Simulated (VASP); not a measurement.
# SnSe2 (P-3m1) in VASP: a series of runs, part 2 of 2

VASP 6.6.1.

## Step 4: Single point, r2SCAN

Input file POSCAR:

```
SnSe2
1.0
    3.8251525338      0.0000000000      0.0000000000
   -1.9125762669      3.3126792677      0.0000000000
    0.0000000000      0.0000000000      6.2269106160
Sn Se
1 2
Direct
    0.0000000000      0.0000000000      0.0000000000
    0.6666666667      0.3333333333      0.7469206687
    0.3333333333      0.6666666667      0.2530793313
```

Input file INCAR.step1:

```
SYSTEM = SnSe2
ALGO = Normal
EDIFF = 1E-4
ENCUT = 520
GGA = PE
ISMEAR = 0
LASPH = .TRUE.
LCHARG = .FALSE.
LREAL = .FALSE.
LWAVE = .TRUE.
NBANDS = 20
NELM = 80
PREC = Accurate
SIGMA = 0.01
```

Input file INCAR.step2:

```
SYSTEM = SnSe2
ALGO = Normal
EDIFF = 1E-6
ENCUT = 520
ISIF = 2
ISMEAR = 0
ISTART = 1
LASPH = .TRUE.
LCHARG = .FALSE.
LMIXTAU = .TRUE.
LREAL = .FALSE.
LWAVE = .FALSE.
METAGGA = R2SCAN
NBANDS = 20
NELM = 80
PREC = Accurate
SIGMA = 0.01
```

Input file KPOINTS:

```
k-points
0
G
  6 6 4
  0 0 0
```

Potentials or basis: VASP PAW PBE potentials, release 64 (Sn_d, Se).

The run is started by

```console
$ cat potpaw_PBE.64/Sn_d/POTCAR potpaw_PBE.64/Se/POTCAR > POTCAR
$ cp INCAR.step1 INCAR
$ mpirun -np 1 vasp_std > vasp.out
$ cp INCAR.step2 INCAR
$ mpirun -np 1 vasp_std > vasp.out
```

OUTCAR:

```text
SYSTEM = SnSe2
   EDIFF = 1E-6
   ENCUT = 520
   ISIF = 2
   ISMEAR = 0
   ISTART = 1
   LASPH = .TRUE.
   LREAL = .FALSE.
   METAGGA = R2SCAN
   NELM = 80
   PREC = Accurate

 ion  position               nearest neighbor table
   1  0.000  0.000  0.000-   2 2.71   3 2.71   2 2.71   3 2.71   2 2.71   3 2.71
   2  0.667  0.333  0.747-   1 2.71   1 2.71   1 2.71
   3  0.333  0.667  0.253-   1 2.71   1 2.71   1 2.71

  LATTYP: Found a hexagonal cell.
 ALAT       =     3.8251525338
 C/A-ratio  =     1.6278855708

  Lattice vectors:

 A1 = (   3.8251525338,   0.0000000000,   0.0000000000)
 A2 = (  -1.9125762669,   3.3126792677,   0.0000000000)
 A3 = (   0.0000000000,   0.0000000000,   6.2269106160)

Analysis of symmetry for initial positions (statically):
=====================================================================
 Subroutine PRICEL returns:
 Original cell was already a primitive cell.

 Routine SETGRP: Setting up the symmetry group for a
 hexagonal supercell.

 Subroutine GETGRP returns: Found 12 space group operations
 (whereof 12 operations were pure point group operations)
 out of a pool of 24 trial point group operations.

The static configuration has the point symmetry D_3d.

Analysis of symmetry for dynamics (positions and initial velocities):
=====================================================================
 Subroutine PRICEL returns:
 Original cell was already a primitive cell.

 Routine SETGRP: Setting up the symmetry group for a
 hexagonal supercell.

 Subroutine GETGRP returns: Found 12 space group operations
 (whereof 12 operations were pure point group operations)
 out of a pool of 24 trial point group operations.

The dynamic configuration has the point symmetry D_3d.

[... 110 lines left out ...]
   NELECT =      26.0000    total number of electrons
   NUPDOWN=      -1.0000    fix difference up-down
   EMIN   =  10.00;   EMAX   =-10.00  energy-range for DOS
   EFERMI =   0.00;   METHOD = LEGACY
   ISMEAR =     0;   SIGMA  =   0.01  broadening in eV -4-tet -1-fermi 0-gaus
   EFERMI_NEDOS =   21; number of points for ismear=-14 and -15
   IALGO  =     38    algorithm
   IMIX   =      4    mixing-type and parameters
     AMIX     =   0.40;   BMIX     =  1.00
     AMIX_MAG =   1.60;   BMIX_MAG =  1.00
  volume/ion in A,a.u.               =      26.30       177.49
  Fermi-wavevector in a.u.,A,eV,Ry     =   1.130748  2.136803 17.396276  1.278590
  Thomas-Fermi vector in A             =   2.267445
   LORBIT       =      0    0 simple, 1 ext, 2 COOP (PROOUT), +10 PAW based schemes
   METAGGA = R2SCAN    functional components
   LHFCALC =     F    Hartree Fock is set to
   AEXX    =    0.0000 exact exchange contribution
   IVDW    =     0    specifies the selected vdW correction
   LEPSILON=     F    determine dielectric tensor
   LRPA    =     F    only Hartree local field effects (RPA)
 non-spin polarized calculation
 Gauss-broadening in eV      SIGMA  =   0.01
  energy-cutoff  :      520.00
  volume of cell :       78.90
 maximum number of plane-waves:      2142
   NGX = 15   NGY = 15   NGZ = 23

 number of electron      26.0000000 magnetization

 Free energy of the ion-electron system (eV)
  ---------------------------------------------------
  ext. energy  EPLUGINS =         0.00000000
  ---------------------------------------------------
  free energy    TOTEN  =       -54.61668392 eV

  energy without entropy =      -54.61668392  energy(sigma->0) =      -54.61668392

 E-fermi :   3.7139     XC(G=0):  -9.9189

 val. band max:        3.5861549617   @ k =   0.1667   0.0000   0.2500
 cond. band min:       4.6558769682   @ k =   0.5000   0.0000   0.5000
 fundamental gap:      1.0697220065
 Fermi energy:         3.7139408992

 k-point     1 :       0.0000    0.0000    0.0000
  band No.  band energies     occupation
      1     -18.2386      2.00000
      2     -18.2386      2.00000
      3     -18.1833      2.00000
      4     -18.1750      2.00000
      5     -18.1750      2.00000
      6     -10.6253      2.00000
[... 541 lines left out ...]
     19      13.4030      0.00000
     20      13.4296      0.00000

------------------------ aborting loop because EDIFF is reached ----------------------------------------

  FORCE on cell =-STRESS in cart. coord.  units (eV):
  Direction    XX          YY          ZZ          XY          YZ          ZX
  --------------------------------------------------------------------------------------
  -------------------------------------------------------------------------------------
  Total        0.5291261      0.5291261      0.4390425     -0.0000000     -0.0000000      0.0000000
  in kB       10.7440735     10.7440735      8.9148987     -0.0000000     -0.0000000      0.0000000
  external PRESSURE =      10.1343486 kB  Pullay stress =       0.0000000 kB

 VOLUME and BASIS-vectors are now :
 -----------------------------------------------------------------------------
  energy-cutoff  :      520.00
  volume of cell :       78.90
      direct lattice vectors                 reciprocal lattice vectors
     3.825152534  0.000000000  0.000000000     0.261427483  0.150935228  0.000000000
    -1.912576267  3.312679268  0.000000000     0.000000000  0.301870456  0.000000000
     0.000000000  0.000000000  6.226910616     0.000000000  0.000000000  0.160593280

 POSITION                                       TOTAL-FORCE (eV/Angst)
 -----------------------------------------------------------------------------------
      0.00000      0.00000      0.00000        -0.000000      0.000000      0.000000
      1.91258      1.10423      4.65101        -0.000000      0.000000      0.025406
     -0.00000      2.20845      1.57590         0.000000     -0.000000     -0.025406
 -----------------------------------------------------------------------------------
    total drift:                               -0.000000     -0.000000      0.000000

  FREE ENERGIE OF THE ION-ELECTRON SYSTEM (eV)
  ---------------------------------------------------
  free  energy   TOTEN  =       -54.6166839166 eV

  energy  without entropy=      -54.6166839166  energy(sigma->0) =      -54.61668392
```

OUTCAR.step1:

```text
SYSTEM = SnSe2
   EDIFF = 1E-4
   ENCUT = 520
   GGA = PE
   ISMEAR = 0
[... 775 lines left out ...]
      0.00000      0.00000      0.00000        -0.000000      0.000000      0.000000
      1.91258      1.10423      4.65101        -0.000000     -0.000000     -0.263476
     -0.00000      2.20845      1.57590         0.000000      0.000000      0.263476
 -----------------------------------------------------------------------------------
    total drift:                               -0.000000     -0.000000      0.000000

  FREE ENERGIE OF THE ION-ELECTRON SYSTEM (eV)
  ---------------------------------------------------
  free  energy   TOTEN  =       -11.8126705912 eV

  energy  without entropy=      -11.8126705912  energy(sigma->0) =      -11.81267059
```

Run time: 99 s. Hardware: 1 thread of Intel Xeon Platinum 8488C (Sapphire Rapids), shared host; peak memory 0.21 GiB.

What came out:

```yaml
Free_energy: -54.6167 eV
Pressure: 1.0 GPa
Largest_force: 0.025 eV/Å
Band_gap_on_the_k_mesh: 1.07 eV, indirect (least direct gap 1.51 eV)
```

Forces on the atoms (eV/Å):
```
Sn   0.000  0.000  0.000
Se   0.000  0.000  0.025
Se   0.000  0.000 -0.025
```

Stress tensor (GPa, compression positive):
```
1.07 0.00 0.00
0.00 1.07 0.00
0.00 0.00 0.89
```

Caveat: the PAW data sets were made with another functional, which shifts forces and pressure a little; spin-orbit coupling is left out, which moves the levels of the heavy elements.

## Step 5: Single point, PBE

Input file INCAR:

```
SYSTEM = SnSe2
PREC     = Accurate       ! precision mode
ENCUT    = 520            ! plane-wave cutoff, eV
EDIFF    = 1E-6           ! SCF threshold, eV
ISMEAR   = 0              ! smearing method
SIGMA    = 0.01           ! smearing width, eV
LREAL    = .FALSE.        ! projectors in reciprocal space
LASPH    = .TRUE.         ! aspherical terms in the spheres
NELM     = 60             ! most SCF steps
ALGO     = Normal         ! electronic algorithm
ISIF     = 2              ! what is computed and relaxed
LWAVE    = .FALSE.        ! write WAVECAR
LCHARG   = .TRUE.         ! write CHGCAR
GGA      = PE             ! functional
LELF     = .TRUE.         ! ELF
LVHAR    = .TRUE.       
NBANDS   = 20             ! bands
```

Input file KPOINTS:

```
regular mesh
0
G
  12 12 4
  0 0 0
```

POSCAR is that of step 4.

The run is started by

```console
$ cat potpaw_PBE.64/Sn_d/POTCAR potpaw_PBE.64/Se/POTCAR > POTCAR
$ mpirun -np 1 vasp_std > vasp.out
```

It took 73 s on 1 thread of Intel Xeon Platinum 8488C (Sapphire Rapids), shared host; peak memory 0.25 GiB.

The run converged. Its results:

```
Free energy            : -11.8242 eV
Pressure               : 3.0 GPa
Largest force          : 0.275 eV/Å
Band gap on the k mesh : 0.74 eV, indirect (least direct gap 1.12 eV)
```

Forces in eV/Å, atoms in the order of the input:
```
Sn   0.000  0.000  0.000
Se   0.000  0.000 -0.275
Se   0.000  0.000  0.275
```

Stress tensor (GPa, compression positive):
```
2.91 0.00 0.00
0.00 2.91 0.00
0.00 0.00 3.09
```

Levels at points of the mesh, in eV from the valence-band top:
```tsv
k point	band 9	band 10	band 11	band 12	band 13	band 14	band 15	band 16	band 17	band 18
(0.00, 0.00, 0.00)	-0.57	-0.57	-0.30	-0.30	-0.12	1.00	3.06	4.65	4.65	8.04
(0.50, 0.00, 0.00)	-4.33	-2.89	-2.47	-1.25	-0.27	1.15	3.75	5.32	5.37	6.88
(0.00, 0.00, 0.50)	-2.09	-0.67	-0.67	-0.14	-0.14	2.44	2.98	4.39	4.39	7.93
(0.50, 0.00, 0.50)	-4.77	-2.30	-1.99	-0.83	-0.66	0.74	4.16	4.72	5.79	6.13
```

Caveat: spin-orbit coupling is left out, which moves the levels of the heavy elements; this functional lacks dispersion, which binds the layers, so the pressure and a relaxed spacing across them are unreliable. A k mesh can miss the band edges.

## Step 6: Summary

| level | k mesh | gap on the mesh (eV) | pressure (GPa) | largest force (eV/Å) |
| --- | --- | --- | --- | --- |
| PBE | 6 × 6 × 4 | 0.79 | 3.0 | 0.26 |
| r2SCAN | 6 × 6 × 4 | 1.07 | 1.0 | 0.03 |
| PBE | 12 × 12 × 4 | 0.74 | 3.0 | 0.28 |

Alike in all rows: task single point; potentials or basis VASP PAW PBE potentials, release 64 (Sn_d, Se); no spin polarisation; cell as given; cutoff (eV) 520; smearing gaussian 0.01 eV.

On the cell as given the gap runs from 0.74 eV (PBE) to 1.07 eV (r2SCAN); the meshes differ, which moves gaps too. The pressure there spans 1.0 GPa (r2SCAN) to 3.0 GPa (PBE); a positive pressure means that this level wants a larger cell, a negative one a smaller.

Caveats: spin-orbit coupling is left out, which moves the levels of the heavy elements; this functional lacks dispersion, which binds the layers, so the pressure and a relaxed spacing across them are unreliable (some runs); the PAW data sets were made with another functional, which shifts forces and pressure a little (some runs).

Absolute energies hang on the potentials; compare differences alone.
